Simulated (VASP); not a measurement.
# Cs (Im-3m) in VASP: further runs

Cs is run at these levels: r2SCAN; tasks: single point.

Everything below comes from runs of VASP 6.6.1. Logs are shortened: lines on timing, memory, paths and dates and some standing lists are left out, and cuts for length are marked.

**1. The cell of the first run**

The structure is cubic, space group Im-3m (No. 229). The conventional cell has a = 6.172 Å, b = 6.172 Å, c = 6.172 Å, α = 90.00°, β = 90.00°, γ = 90.00°.

**2. Single point, r2SCAN**

Contents of POSCAR:

```
Cs
1.0
   -3.0861833234      3.0861833234      3.0861833234
    3.0861833234     -3.0861833234      3.0861833234
    3.0861833234      3.0861833234     -3.0861833234
Cs
1
Direct
    0.0000000000      0.0000000000      0.0000000000
```

Contents of INCAR.step1:

```
PREC = Accurate
ENCUT = 520
ISMEAR = -1
SIGMA = 0.05
LREAL = F
LASPH = T
NELM = 60
NBANDS = 10
GGA = PE
ALGO = Normal
EDIFF = 1E-4
LWAVE = T
LCHARG = F
```

Contents of INCAR.step2:

```
PREC = Accurate
ENCUT = 520
EDIFF = 1E-6
ISMEAR = -1
SIGMA = 0.05
LREAL = F
LASPH = T
NELM = 60
ALGO = Normal
ISIF = 2
LWAVE = F
LCHARG = F
METAGGA = R2SCAN
LMIXTAU = T
NBANDS = 10
ISTART = 1
```

Contents of KPOINTS:

```
Automatic mesh
0
Gamma
  6 6 6
```

Potentials or basis: VASP PAW PBE potentials, release 64 (Cs_sv).

The run is started by

```sh
cat potpaw_PBE.64/Cs_sv/POTCAR > POTCAR
cp INCAR.step1 INCAR
mpirun -np 1 vasp_std > vasp.out
cp INCAR.step2 INCAR
mpirun -np 1 vasp_std > vasp.out
```

OUTCAR:

```text
PREC = Accurate
   ENCUT = 520
   EDIFF = 1E-6
   ISMEAR = -1
   LREAL = F
   LASPH = T
   NELM = 60
   ISIF = 2
   METAGGA = R2SCAN
   ISTART = 1

 ion  position               nearest neighbor table
   1  0.000  0.000  0.000-

  LATTYP: Found a body centered cubic cell.
 ALAT       =     6.1723666468

  Lattice vectors:

 A1 = (  -3.0861833234,   3.0861833234,   3.0861833234)
 A2 = (   3.0861833234,  -3.0861833234,   3.0861833234)
 A3 = (   3.0861833234,   3.0861833234,  -3.0861833234)

Analysis of symmetry for initial positions (statically):
=====================================================================
 Subroutine PRICEL returns:
 Original cell was already a primitive cell.

 Routine SETGRP: Setting up the symmetry group for a
 body centered cubic supercell.

 Subroutine GETGRP returns: Found 48 space group operations
 (whereof 48 operations were pure point group operations)
 out of a pool of 48 trial point group operations.

The static configuration has the point symmetry O_h .

Analysis of symmetry for dynamics (positions and initial velocities):
=====================================================================
 Subroutine PRICEL returns:
 Original cell was already a primitive cell.

 Routine SETGRP: Setting up the symmetry group for a
 body centered cubic supercell.

 Subroutine GETGRP returns: Found 48 space group operations
 (whereof 48 operations were pure point group operations)
 out of a pool of 48 trial point group operations.

The dynamic configuration has the point symmetry O_h .

 Subroutine INISYM returns: Found 48 space group operations
 (whereof 48 operations are pure point group operations),
 and found     1 'primitive' translations

----------------------------------------------------------------------------------------

                                     Primitive cell

  volume of cell :     117.5778

  direct lattice vectors                    reciprocal lattice vectors
    -3.086183323  3.086183323  3.086183323     0.000000000  0.162012411  0.162012411
     3.086183323 -3.086183323  3.086183323     0.162012411  0.000000000  0.162012411
     3.086183323  3.086183323 -3.086183323     0.162012411  0.162012411  0.000000000

  length of vectors
     5.345426318  5.345426318  5.345426318     0.229120148  0.229120148  0.229120148

  position of ions in fractional coordinates (direct lattice)
     0.000000000  0.000000000  0.000000000

  ion indices of the primitive-cell ions
   primitive index   ion index
                 1           1

----------------------------------------------------------------------------------------

 KPOINTS: Automatic mesh

Automatic generation of k-mesh.
 Grid dimensions read from file:
 generate k-points for:    6    6    6

 Generating k-lattice:

  Cartesian coordinates                     Fractional coordinates (reciprocal lattice)
     0.000000000  0.027002068  0.027002068     0.166666667  0.000000000  0.000000000
     0.027002068  0.000000000  0.027002068     0.000000000  0.166666667  0.000000000
     0.027002068  0.027002068  0.000000000     0.000000000  0.000000000  0.166666667

  Length of vectors
     0.038186691  0.038186691  0.038186691

  Shift w.r.t. Gamma in fractional coordinates (k-lattice)
     0.000000000  0.000000000  0.000000000

 Subroutine IBZKPT returns following result:
 ===========================================

 Found     16 irreducible k-points:

 Following reciprocal coordinates:
            Coordinates               Weight
  0.000000  0.000000  0.000000      1.000000
  0.166667  0.000000  0.000000     12.000000
  0.333333  0.000000  0.000000     12.000000
  0.500000  0.000000  0.000000      6.000000
  0.166667  0.166667  0.000000     24.000000
  0.333333  0.166667  0.000000     48.000000
[... 8 lines left out ...]
  0.500000  0.500000  0.333333     12.000000
  0.500000  0.500000  0.500000      1.000000
   k-points           NKPTS =     16   k-points in BZ     NKDIM =     16   number of bands    NBANDS=     10
   number of dos      NEDOS =    301   number of ions     NIONS =      1
   total plane-waves  NPLWV =  64000
   dimension x,y,z NGX =    40 NGY =   40 NGZ =   40
   dimension x,y,z NGXF=    80 NGYF=   80 NGZF=   80
   ions per type =               1
   NGX,Y,Z   is equivalent  to a cutoff of  12.44, 12.44, 12.44 a.u.
   NGXF,Y,Z  is equivalent  to a cutoff of  24.88, 24.88, 24.88 a.u.
 SYSTEM =  unknown system
   PREC   = accura    normal or accurate (medium, high low for compatibility)
   ISTART =      1    job   : 0-new  1-cont  2-samecut
   ICHARG =      0    charge: 1-file 2-atom 10-const
   ISPIN  =      1    spin polarized calculation?
   LNONCOLLINEAR =      F non collinear calculations
   LSORBIT =      F    spin-orbit coupling
   LASPH  =      T    aspherical Exc in radial PAW
   ENCUT  =  520.0 eV  38.22 Ry    6.18 a.u.   9.94  9.94  9.94*2*pi/ulx,y,z
   NELM   =     60;   NELMIN=  2; NELMDL=  0     # of ELM steps
   EDIFF  = 0.1E-05   stopping-criterion for ELM
   LREAL  =      F    real-space projection
   EDIFFG = 0.1E-04   stopping-criterion for IOM
   NSW    =      0    number of steps for IOM
   IBRION =     -1    ionic relax: 0-MD 1-quasi-New 2-CG
   NFREE  =      0    steps in history (QN), initial steepest desc. (CG)
   ISIF   =      2    stress and relaxation
   ISYM   =      2    0-nonsym 1-usesym 2-fastsym
   POTIM  = 0.5000    time-step for ionic-motion
   TEBEG  =    0.0;   TEEND  =   0.0 temperature during run
   PSTRESS=    0.0 pullay stress
   NELECT =       9.0000    total number of electrons
   NUPDOWN=      -1.0000    fix difference up-down
   EMIN   =  10.00;   EMAX   =-10.00  energy-range for DOS
   EFERMI =   0.00;   METHOD = LEGACY
   ISMEAR =    -1;   SIGMA  =   0.05  broadening in eV -4-tet -1-fermi 0-gaus
   EFERMI_NEDOS =   21; number of points for ismear=-14 and -15
   IALGO  =     38    algorithm
   IMIX   =      4    mixing-type and parameters
     AMIX     =   0.40;   BMIX     =  1.00
     AMIX_MAG =   1.60;   BMIX_MAG =  1.00
  volume/ion in A,a.u.               =     117.58       793.45
  Fermi-wavevector in a.u.,A,eV,Ry     =   0.695100  1.313549  6.573845  0.483164
  Thomas-Fermi vector in A             =   1.777778
   LORBIT       =      0    0 simple, 1 ext, 2 COOP (PROOUT), +10 PAW based schemes
   METAGGA = R2SCAN    functional components
   LHFCALC =     F    Hartree Fock is set to
   AEXX    =    0.0000 exact exchange contribution
   IVDW    =     0    specifies the selected vdW correction
   LEPSILON=     F    determine dielectric tensor
   LRPA    =     F    only Hartree local field effects (RPA)
 non-spin polarized calculation
  energy-cutoff  :      520.00
  volume of cell :      117.58
 maximum number of plane-waves:      3252
   NGX = 19   NGY = 19   NGZ = 19

 number of electron       9.0000002 magnetization

 Free energy of the ion-electron system (eV)
  ---------------------------------------------------
  ext. energy  EPLUGINS =         0.00000000
  ---------------------------------------------------
  free energy    TOTEN  =       -25.01217689 eV

  energy without entropy =      -24.99470130  energy(sigma->0) =      -25.00343909

 E-fermi :   0.5118     XC(G=0):  -5.5754

 val. band max:        0.3646265183   @ k =   0.1667   0.1667   0.1667
 cond. band min:       0.5270811630   @ k =   0.3333   0.1667   0.0000
 fundamental gap:      0.1624546447
 Fermi energy:         0.5118109721

 k-point     1 :       0.0000    0.0000    0.0000
  band No.  band energies     occupation
      1     -24.3167      2.00000
      2     -10.6869      2.00000
      3     -10.6869      2.00000
      4     -10.6869      2.00000
      5      -1.2671      2.00000
      6       3.2856      0.00000
      7       3.2856      0.00000
      8       3.2856      0.00000
      9       4.1468      0.00000
     10       4.1468      0.00000

 k-point     2 :       0.1667    0.0000    0.0000
  band No.  band energies     occupation
      1     -24.3151      2.00000
      2     -10.7202      2.00000
      3     -10.6973      2.00000
      4     -10.6870      2.00000
      5      -0.9564      2.00000
      6       2.8468      0.00000
      7       2.9624      0.00000
      8       3.5953      0.00000
      9       3.9101      0.00000
     10       4.0924      0.00000

 k-point     3 :       0.3333    0.0000    0.0000
  band No.  band energies     occupation
      1     -24.3118      2.00000
      2     -10.7851      2.00000
      3     -10.7182      2.00000
      4     -10.6873      2.00000
      5      -0.1453      2.00000
      6       1.9096      0.00000
      7       2.5146      0.00000
      8       4.1011      0.00000
      9       4.2244      0.00000
     10       4.4831      0.00000

 k-point     4 :       0.5000    0.0000    0.0000
  band No.  band energies     occupation
      1     -24.3101      2.00000
      2     -10.8166      2.00000
      3     -10.7285      2.00000
      4     -10.6875      2.00000
      5       0.6010      0.28783
      6       1.2711      0.00000
      7       2.3407      0.00000
      8       4.0429      0.00000
      9       4.6364      0.00000
     10       5.0147      0.00000

 k-point     5 :       0.1667    0.1667    0.0000
  band No.  band energies     occupation
      1     -24.3126      2.00000
      2     -10.7641      2.00000
      3     -10.7109      2.00000
      4     -10.6945      2.00000
      5      -0.3873      2.00000
      6       2.2456      0.00000
      7       2.5141      0.00000
      8       3.8014      0.00000
      9       4.1499      0.00000
     10       4.4599      0.00000

 k-point     6 :       0.3333    0.1667    0.0000
  band No.  band energies     occupation
      1     -24.3101      2.00000
      2     -10.8001      2.00000
      3     -10.7358      2.00000
      4     -10.6973      2.00000
      5       0.5271      0.84847
      6       1.5309      0.00000
      7       2.1759      0.00000
      8       3.9115      0.00000
      9       4.4757      0.00000
     10       4.9586      0.00000

 k-point     7 :       0.3333    0.3333    0.0000
  band No.  band energies     occupation
      1     -24.3093      2.00000
      2     -10.7758      2.00000
      3     -10.7758      2.00000
      4     -10.7031      2.00000
      5       1.3671      0.00000
      6       1.3671      0.00000
      7       1.5086      0.00000
      8       4.2577      0.00000
      9       4.3338      0.00000
     10       4.3338      0.00000

 k-point     8 :       0.1667    0.1667    0.1667
  band No.  band energies     occupation
      1     -24.3108      2.00000
      2     -10.7890      2.00000
      3     -10.7161      2.00000
      4     -10.7161      2.00000
      5       0.3646      1.89993
      6       1.8875      0.00000
      7       1.8875      0.00000
      8       4.4355      0.00000
      9       4.4879      0.00000
     10       4.4879      0.00000

 k-point     9 :       0.3333    0.1667    0.1667
  band No.  band energies     occupation
      1     -24.3099      2.00000
      2     -10.7833      2.00000
      3     -10.7451      2.00000
      4     -10.7187      2.00000
      5       1.1900      0.00000
      6       1.3447      0.00000
      7       1.7819      0.00000
      8       3.7849      0.00000
      9       4.6294      0.00000
     10       4.7008      0.00000

 k-point    10 :      -0.1667    0.1667    0.1667
  band No.  band energies     occupation
      1     -24.3136      2.00000
      2     -10.7272      2.00000
      3     -10.7083      2.00000
      4     -10.7083      2.00000
      5      -0.6618      2.00000
      6       2.8452      0.00000
      7       2.9845      0.00000
      8       2.9845      0.00000
      9       3.6322      0.00000
     10       4.5994      0.00000

 k-point    11 :      -0.3333    0.3333    0.1667
  band No.  band energies     occupation
      1     -24.3104      2.00000
      2     -10.7789      2.00000
      3     -10.7300      2.00000
      4     -10.7115      2.00000
      5       0.1080      1.99938
      6       1.8988      0.00000
      7       2.7269      0.00000
      8       3.1675      0.00000
      9       4.3610      0.00000
     10       4.3945      0.00000

 k-point    12 :       0.5000    0.5000    0.1667
  band No.  band energies     occupation
      1     -24.3089      2.00000
      2     -10.8067      2.00000
      3     -10.7407      2.00000
      4     -10.7104      2.00000
      5       0.8883      0.00107
      6       1.2310      0.00000
      7       2.5898      0.00000
      8       3.0513      0.00000
      9       4.4372      0.00000
     10       5.4632      0.00000

 k-point    13 :      -0.3333    0.5000    0.1667
  band No.  band energies     occupation
      1     -24.3083      2.00000
      2     -10.7903      2.00000
      3     -10.7609      2.00000
      4     -10.7192      2.00000
      5       0.8973      0.00090
      6       1.4774      0.00000
      7       2.2180      0.00000
      8       3.5403      0.00000
      9       3.9481      0.00000
     10       5.1247      0.00000

 k-point    14 :      -0.3333    0.3333    0.3333
  band No.  band energies     occupation
      1     -24.3077      2.00000
      2     -10.7718      2.00000
      3     -10.7534      2.00000
      4     -10.7534      2.00000
      5       0.6905      0.05455
      6       1.5920      0.00000
      7       3.1130      0.00000
      8       3.1130      0.00000
      9       3.4948      0.00000
     10       4.5402      0.00000

 k-point    15 :       0.5000    0.5000    0.3333
  band No.  band energies     occupation
      1     -24.3064      2.00000
      2     -10.7870      2.00000
      3     -10.7650      2.00000
      4     -10.7551      2.00000
      5       1.1722      0.00000
      6       1.2347      0.00000
      7       2.8523      0.00000
      8       3.2224      0.00000
      9       3.9499      0.00000
     10       5.3054      0.00000

 k-point    16 :       0.5000    0.5000    0.5000
  band No.  band energies     occupation
      1     -24.3051      2.00000
      2     -10.7770      2.00000
      3     -10.7770      2.00000
      4     -10.7770      2.00000
      5       1.1540      0.00001
      6       1.1540      0.00001
      7       3.6931      0.00000
      8       3.6931      0.00000
      9       3.6931      0.00000
     10       5.2280      0.00000

------------------------ aborting loop because EDIFF is reached ----------------------------------------

  FORCE on cell =-STRESS in cart. coord.  units (eV):
  Direction    XX          YY          ZZ          XY          YZ          ZX
  --------------------------------------------------------------------------------------
  -------------------------------------------------------------------------------------
  Total        0.0734006      0.0734006      0.0734006      0.0000000      0.0000000     -0.0000000
  in kB        1.0001957      1.0001957      1.0001957      0.0000000      0.0000000     -0.0000000
  external PRESSURE =       1.0001957 kB  Pullay stress =       0.0000000 kB

 VOLUME and BASIS-vectors are now :
 -----------------------------------------------------------------------------
  energy-cutoff  :      520.00
  volume of cell :      117.58
      direct lattice vectors                 reciprocal lattice vectors
    -3.086183323  3.086183323  3.086183323     0.000000000  0.162012411  0.162012411
     3.086183323 -3.086183323  3.086183323     0.162012411  0.000000000  0.162012411
     3.086183323  3.086183323 -3.086183323     0.162012411  0.162012411  0.000000000

 POSITION                                       TOTAL-FORCE (eV/Angst)
 -----------------------------------------------------------------------------------
      0.00000      0.00000      0.00000         0.000000     -0.000000      0.000000
 -----------------------------------------------------------------------------------
    total drift:                               -0.000000      0.000000      0.000000

  FREE ENERGIE OF THE ION-ELECTRON SYSTEM (eV)
  ---------------------------------------------------
  free  energy   TOTEN  =       -25.0121768878 eV

  energy  without entropy=      -24.9947013003  energy(sigma->0) =      -25.00343909
```

It took 52 s on 1 thread of AMD EPYC 9R45 (Zen 5), shared host; peak memory 0.22 GiB.

What came out:

```
Free energy            : -25.0122 eV
Pressure               : 0.1 GPa
Band gap on the k mesh : zero (an odd number of electrons rules out a gap without spin polarisation)
```

Levels at points of the mesh, in eV from the Fermi level:
```csv
k point,band 2,band 3,band 4,band 5,band 6,band 7
"(0.00, 0.00, 0.00)",-11.20,-11.20,-11.20,-1.78,2.77,2.77
"(0.50, 0.00, 0.00)",-11.33,-11.24,-11.20,0.09,0.76,1.83
"(0.50, 0.50, 0.50)",-11.29,-11.29,-11.29,0.64,0.64,3.18
```

Caveat: the PAW data sets were made with another functional, which shifts forces and pressure a little; spin-orbit coupling is left out, which moves the levels of the heavy elements.

**3. Single point, r2SCAN**

This run uses another cell than the first one, of 120.03 Å³/atom.

Contents of POSCAR:

```
Cs
1.0
   -3.1074680189      3.1074680189      3.1074680189
    3.1074680189     -3.1074680189      3.1074680189
    3.1074680189      3.1074680189     -3.1074680189
Cs
1
Direct
    0.0000000000      0.0000000000      0.0000000000
```

Contents of INCAR.step1:

```
SYSTEM = Cs
ALGO     = Normal         ! electronic algorithm
EDIFF    = 1E-4           ! SCF threshold, eV
ENCUT    = 520            ! plane-wave cutoff, eV
GGA      = PE             ! functional
ISMEAR   = -1             ! smearing method
LASPH    = .True.         ! aspherical terms in the spheres
LCHARG   = .False.        ! write CHGCAR
LREAL    = .False.        ! projectors in reciprocal space
LWAVE    = .True.         ! write WAVECAR
NBANDS   = 10             ! bands
NELM     = 80             ! most SCF steps
PREC     = Accurate       ! precision mode
SIGMA    = 0.05           ! smearing width, eV
```

Contents of INCAR.step2:

```
SYSTEM = Cs
ALGO     = Normal         ! electronic algorithm
EDIFF    = 1E-6           ! SCF threshold, eV
ENCUT    = 520            ! plane-wave cutoff, eV
ISIF     = 2              ! what is computed and relaxed
ISMEAR   = -1             ! smearing method
ISTART   = 1            
LASPH    = .True.         ! aspherical terms in the spheres
LCHARG   = .False.        ! write CHGCAR
LMIXTAU  = .True.       
LREAL    = .False.        ! projectors in reciprocal space
LWAVE    = .False.        ! write WAVECAR
METAGGA  = R2SCAN         ! meta-GGA
NBANDS   = 10             ! bands
NELM     = 80             ! most SCF steps
PREC     = Accurate       ! precision mode
SIGMA    = 0.05           ! smearing width, eV
```

Contents of KPOINTS:

```
k-points
0
Gamma
  6 6 6
  0 0 0
```

Potentials or basis: VASP PAW PBE potentials, release 64 (Cs_sv).

The run is started by

```sh
cat potpaw_PBE.64/Cs_sv/POTCAR > POTCAR
cp INCAR.step1 INCAR
mpirun -np 1 vasp_std > vasp.out
cp INCAR.step2 INCAR
mpirun -np 1 vasp_std > vasp.out
```

Wall time 55 s (1 thread of AMD EPYC 9R45 (Zen 5), shared host); peak memory 0.22 GiB.

It converged, with:

```
Free energy            : -25.0135 eV
Pressure               : 0.1 GPa
Band gap on the k mesh : zero (an odd number of electrons rules out a gap without spin polarisation)
```

Levels at points of the mesh, in eV from the Fermi level:
```tsv
k point	band 1	band 2	band 3	band 4	band 5	band 6	band 7	band 8
(0.00, 0.00, 0.00)	-24.84	-11.21	-11.21	-11.21	-1.76	2.76	2.76	2.76
(0.50, 0.00, 0.00)	-24.83	-11.33	-11.25	-11.21	0.10	0.74	1.83	3.50
(0.50, 0.50, 0.50)	-24.83	-11.30	-11.30	-11.30	0.66	0.66	3.13	3.13
```

Caveat: the PAW data sets were made with another functional, which shifts forces and pressure a little; spin-orbit coupling is left out, which moves the levels of the heavy elements.

The gap in the log of VASP goes by the Fermi energy; the results here count the filled bands.